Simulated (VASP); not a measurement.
# KCl in VASP: settings compared

Aim: see how the results for KCl move with the level of theory and the settings. Levels: PBE, r2SCAN. Tasks: single point.

Program: VASP 6.6.1. These are calculated values, not measurements. Logs are shortened: lines on timing, memory, paths and dates and some standing lists are left out, and cuts for length are marked.

### Step 1. The cell of the first run

It takes space group I4/mmm (No. 139, tetragonal). Conventional cell: a = 4.447 Å, b = 4.447 Å, c = 6.132 Å, α = 90.00°, β = 90.00°, γ = 90.00°. K (site symmetry 4/mmm) has 6 Cl at 3.07 to 3.14 Å within 4.0 Å. Cl (site symmetry 4/mmm) has 6 K at 3.07 to 3.14 Å within 4.0 Å.

### Step 2. Single point, PBE (uniaxial z strain -2.5%)

INCAR reads:

```
SYSTEM = KCl
  ALGO = Normal
  EDIFF = 1E-7
  ENCUT = 520
  GGA = PE
  ISIF = 2
  ISMEAR = 0
  LASPH = .TRUE.
  LCHARG = .TRUE.
  LELF = .TRUE.
  LREAL = .FALSE.
  LVHAR = .TRUE.
  LWAVE = .FALSE.
  NBANDS = 15
  NELM = 80
  PREC = Accurate
  SIGMA = 0.01
```

KPOINTS reads:

```
k-points
0
G
  4 4 4
  0 0 0
```

POSCAR reads:

```
KCl
1.0
    0.0000000000      3.1448483095      3.0662271018
    3.1448483095      0.0000000000      3.0662271018
    3.1448483095      3.1448483095      0.0000000000
K Cl
1 1
Direct
    0.0000000000      0.0000000000      0.0000000000
    0.5000000000      0.5000000000      0.5000000000
```

Potentials or basis: VASP PAW PBE potentials, release 64 (K_sv, Cl).

On the command line:

```sh
> cat potpaw_PBE.64/K_sv/POTCAR potpaw_PBE.64/Cl/POTCAR > POTCAR
> mpirun -np 1 vasp_std > vasp.out
```

OUTCAR:

```text
SYSTEM = KCl
   EDIFF = 1E-7
   ENCUT = 520
   GGA = PE
   ISIF = 2
   ISMEAR = 0
   LASPH = .TRUE.
   LREAL = .FALSE.
   NELM = 80
   PREC = Accurate

 ion  position               nearest neighbor table
   1  0.000  0.000  0.000-   2 3.07   2 3.07   2 3.14   2 3.14   2 3.14   2 3.14
   2  0.500  0.500  0.500-   1 3.07   1 3.07   1 3.14   1 3.14   1 3.14   1 3.14

  LATTYP: Found a body centered tetragonal cell.
 ALAT       =     4.4474871309
 C/A-ratio  =     1.3788582233

  Lattice vectors:

 A1 = (   0.0000000000,  -3.1448483095,  -3.0662271018)
 A2 = (   0.0000000000,   3.1448483095,  -3.0662271018)
 A3 = (   3.1448483095,   0.0000000000,   3.0662271018)

Analysis of symmetry for initial positions (statically):
=====================================================================
 Subroutine PRICEL returns:
 Original cell was already a primitive cell.

 Routine SETGRP: Setting up the symmetry group for a
 body centered tetragonal supercell.

 Subroutine GETGRP returns: Found 16 space group operations
 (whereof 16 operations were pure point group operations)
 out of a pool of 16 trial point group operations.

The static configuration has the point symmetry D_4h.

Analysis of symmetry for dynamics (positions and initial velocities):
=====================================================================
 Subroutine PRICEL returns:
 Original cell was already a primitive cell.

 Routine SETGRP: Setting up the symmetry group for a
 body centered tetragonal supercell.

 Subroutine GETGRP returns: Found 16 space group operations
 (whereof 16 operations were pure point group operations)
 out of a pool of 16 trial point group operations.

The dynamic configuration has the point symmetry D_4h.

 Subroutine INISYM returns: Found 16 space group operations
 (whereof 16 operations are pure point group operations),
 and found     1 'primitive' translations

----------------------------------------------------------------------------------------

                                     Primitive cell

  volume of cell :      60.6504

  direct lattice vectors                    reciprocal lattice vectors
     0.000000000  3.144848309  3.066227102    -0.158990180  0.158990180  0.163066852
     3.144848309  0.000000000  3.066227102     0.158990180 -0.158990180  0.163066852
     3.144848309  3.144848309  0.000000000     0.158990180  0.158990180 -0.163066852

  length of vectors
     4.392245386  4.392245386  4.447487131     0.277752683  0.277752683  0.277752683

  position of ions in fractional coordinates (direct lattice)
     0.000000000  0.000000000  0.000000000
     0.500000000  0.500000000  0.500000000

  ion indices of the primitive-cell ions
   primitive index   ion index
                 1           1
                 2           2

[... 76 lines left out ...]
   IALGO  =     38    algorithm
   IMIX   =      4    mixing-type and parameters
     AMIX     =   0.40;   BMIX     =  1.00
     AMIX_MAG =   1.60;   BMIX_MAG =  1.00
  volume/ion in A,a.u.               =      30.33       204.64
  Fermi-wavevector in a.u.,A,eV,Ry     =   1.049954  1.984125 14.999107  1.102403
  Thomas-Fermi vector in A             =   2.184938
   LORBIT       =      0    0 simple, 1 ext, 2 COOP (PROOUT), +10 PAW based schemes
   GGA     = PE    functional components
   LHFCALC =     F    Hartree Fock is set to
   AEXX    =    0.0000 exact exchange contribution
   IVDW    =     0    specifies the selected vdW correction
   LEPSILON=     F    determine dielectric tensor
   LRPA    =     F    only Hartree local field effects (RPA)
 non-spin polarized calculation
 Gauss-broadening in eV      SIGMA  =   0.01
  energy-cutoff  :      520.00
  volume of cell :       60.65
 maximum number of plane-waves:      1655
 NGX is ok and might be reduce to    36
   NGX = 17   NGY = 17   NGZ = 17

 number of electron      16.0000002 magnetization

 Free energy of the ion-electron system (eV)
  ---------------------------------------------------
  ext. energy  EPLUGINS =         0.00000000
  ---------------------------------------------------
  free energy    TOTEN  =        -6.78859812 eV

  energy without entropy =       -6.78859812  energy(sigma->0) =       -6.78859812

 E-fermi :  -1.6305     XC(G=0):  -7.6485

 val. band max:       -1.7176776943   @ k =   0.0000   0.0000   0.0000
 cond. band min:       3.5458654419   @ k =   0.0000   0.0000   0.0000
 fundamental gap:      5.2635431362
 Fermi energy:        -1.6305170229

 k-point     1 :       0.0000    0.0000    0.0000
  band No.  band energies     occupation
      1     -28.8647      2.00000
      2     -13.8818      2.00000
      3     -12.3272      2.00000
      4     -12.3261      2.00000
      5     -12.3261      2.00000
      6      -1.7391      2.00000
      7      -1.7391      2.00000
      8      -1.7177      2.00000
      9       3.5459      0.00000
     10       6.6089      0.00000
     11       6.6089      0.00000
     12       6.7726      0.00000
     13       7.4913      0.00000
     14       7.6206      0.00000
[... 203 lines left out ...]
      2     -13.9034      2.00000
      3     -12.4314      2.00000
      4     -12.4314      2.00000
      5     -12.1971      2.00000
      6      -2.2751      2.00000
      7      -2.2273      2.00000
      8      -2.2273      2.00000
      9       6.4037      0.00000
     10       6.4037      0.00000
     11       7.8018      0.00000
     12       8.1959      0.00000
     13      10.0261      0.00000
     14      10.3766      0.00000
     15      10.6620      0.00000

------------------------ aborting loop because EDIFF is reached ----------------------------------------

  FORCE on cell =-STRESS in cart. coord.  units (eV):
  Direction    XX          YY          ZZ          XY          YZ          ZX
  --------------------------------------------------------------------------------------
  -------------------------------------------------------------------------------------
  Total        0.3796274      0.3796274      0.8240262      0.0000000      0.0000000      0.0000000
  in kB       10.0284640     10.0284640     21.7679688      0.0000000      0.0000000      0.0000000
  external PRESSURE =      13.9416323 kB  Pullay stress =       0.0000000 kB

 VOLUME and BASIS-vectors are now :
 -----------------------------------------------------------------------------
  energy-cutoff  :      520.00
  volume of cell :       60.65
      direct lattice vectors                 reciprocal lattice vectors
     0.000000000  3.144848309  3.066227102    -0.158990180  0.158990180  0.163066852
     3.144848309  0.000000000  3.066227102     0.158990180 -0.158990180  0.163066852
     3.144848309  3.144848309  0.000000000     0.158990180  0.158990180 -0.163066852

 POSITION                                       TOTAL-FORCE (eV/Angst)
 -----------------------------------------------------------------------------------
      0.00000      0.00000      0.00000         0.000000     -0.000000      0.000000
      3.14485      3.14485      3.06623        -0.000000      0.000000     -0.000000
 -----------------------------------------------------------------------------------
    total drift:                                0.000000      0.000000      0.000000

  FREE ENERGIE OF THE ION-ELECTRON SYSTEM (eV)
  ---------------------------------------------------
  free  energy   TOTEN  =        -6.7885981226 eV

  energy  without entropy=       -6.7885981226  energy(sigma->0) =       -6.78859812
```

OSZICAR:

```text
N       E                     dE             d eps       ncg     rms          rms(c)
DAV:   1     0.101488126051E+03    0.10149E+03   -0.71961E+03   390   0.968E+02
DAV:   2    -0.102216278729E+01   -0.10251E+03   -0.94955E+02   539   0.236E+02
DAV:   3    -0.683577870402E+01   -0.58136E+01   -0.57879E+01   523   0.503E+01
DAV:   4    -0.707154682482E+01   -0.23577E+00   -0.23574E+00   598   0.885E+00
DAV:   5    -0.707390764303E+01   -0.23608E-02   -0.23608E-02   566   0.964E-01    0.348E+00
DAV:   6    -0.678971102422E+01    0.28420E+00   -0.41579E-01   481   0.329E+00    0.284E+00
DAV:   7    -0.677545881522E+01    0.14252E-01   -0.10196E-01   516   0.183E+00    0.162E+00
DAV:   8    -0.678732705967E+01   -0.11868E-01   -0.15309E-02   461   0.942E-01    0.178E-01
DAV:   9    -0.678800794695E+01   -0.68089E-03   -0.81843E-04   530   0.174E-01    0.991E-02
DAV:  10    -0.678859121455E+01   -0.58327E-03   -0.64234E-04   397   0.155E-01    0.261E-02
DAV:  11    -0.678859476471E+01   -0.35502E-05   -0.22856E-05   548   0.262E-02    0.512E-03
DAV:  12    -0.678859779765E+01   -0.30329E-05   -0.39320E-06   404   0.135E-02    0.333E-03
DAV:  13    -0.678859799560E+01   -0.19795E-06   -0.32990E-07   495   0.338E-03    0.719E-04
DAV:  14    -0.678859811302E+01   -0.11742E-06   -0.43834E-08   321   0.137E-03    0.243E-04
DAV:  15    -0.678859812258E+01   -0.95599E-08   -0.33874E-09   265   0.410E-04
   1 F= -.67885981E+01 E0= -.67885981E+01  d E =-.895300E-37
```

Wall time 29 s (1 thread of Intel Xeon 8259CL, shared host); peak memory 0.2 GiB.

Results:

```yaml
Free_energy: -6.7886 eV
Pressure: 1.4 GPa
Band_gap_on_the_k_mesh: 5.26 eV
```

Caveat: the k points lie up to 0.44 Å⁻¹ apart; the cell differs from its parent crystal (uniaxial z strain -2.5%).

[end of part 1 of 2]
